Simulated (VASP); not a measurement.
Input of a VASP 6.6.1 run:

Contents of INCAR:

```
ALGO = Normal ; EDIFF = 1E-8
ENCUT = 520 ; GGA = PE
ISIF = 2 ; ISMEAR = -1
LASPH = True ; LCHARG = False
LEFG = True ; LREAL = False
LWAVE = False ; NBANDS = 14
NELM = 80 ; PREC = Accurate
SIGMA = 0.02
```

The input KPOINTS:

```
k-points
0
Gamma
  8 8 8
```

The input POSCAR:

```
NaI
1.0
    0.0000000000      3.2998749385      3.2998749385
    3.2998749385      0.0000000000      3.2998749385
    3.2998749385      3.2998749385      0.0000000000
Na I
1 1
Direct
    0.0000000000      0.0000000000      0.0000000000
    0.5000000000      0.5000000000      0.5000000000
```

Potentials or basis: VASP PAW PBE potentials, release 64 (Na_pv, I).

Command:

```console
$ cat potpaw_PBE.64/Na_pv/POTCAR potpaw_PBE.64/I/POTCAR > POTCAR
$ mpirun -np 1 vasp_std > vasp.out
```

**Question.** Predict the band gap on the k mesh.

**Answer.** 3.49 eV.

**Question.** Predict the pressure.

**Answer.** -0.4 GPa.

Caveat: spin-orbit coupling is left out, which moves the levels of the heavy elements. A k mesh can miss the band edges.
